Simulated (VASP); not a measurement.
Runs of VASP 6.6.1 on ZnSe. The structure is hexagonal, space group P6_3/mmc (No. 194). The conventional cell has a = 4.151 Å, b = 4.151 Å, c = 6.175 Å, α = 90.00°, β = 90.00°, γ = 120.00°. Zn (site symmetry -6m2) has 5 Se at 2.40 to 3.09 Å within 3.2 Å. Se (site symmetry -6m2) has 5 Zn at 2.40 to 3.09 Å within 3.2 Å. 

| level | potentials or basis | k mesh | gap on the mesh (eV) | pressure (GPa) |
| --- | --- | --- | --- | --- |
| r2SCAN | VASP PAW PBE potentials, release 64 (Zn, Se) | 6 × 6 × 2 | 0.83 | 0.2 |
| PBE | VASP PAW PBE potentials, release 64 (Zn, Se) | 6 × 6 × 4 | 0.33 | 2.3 |
| PBE | VASP PAW PBE potentials, release 64 (Zn, Se) | 6 × 6 × 2 | 0.33 | 2.3 |
| LDA | VASP PAW LDA potentials, release 64 (Zn, Se) | 6 × 6 × 2 | 0.13 | (a) |

Alike in all rows: task single point; no spin polarisation; cell as given; cutoff (eV) 520; smearing gaussian 0.01 eV.

**Question.** Estimate the missing entries.

**Answer.** (a) -3.0.

Caveats: some runs use coarse meshes; the PAW data sets were made with another functional, which shifts forces and pressure a little (some runs).

A k mesh can miss the band edges, and the runs leave out spin-orbit coupling on Se.
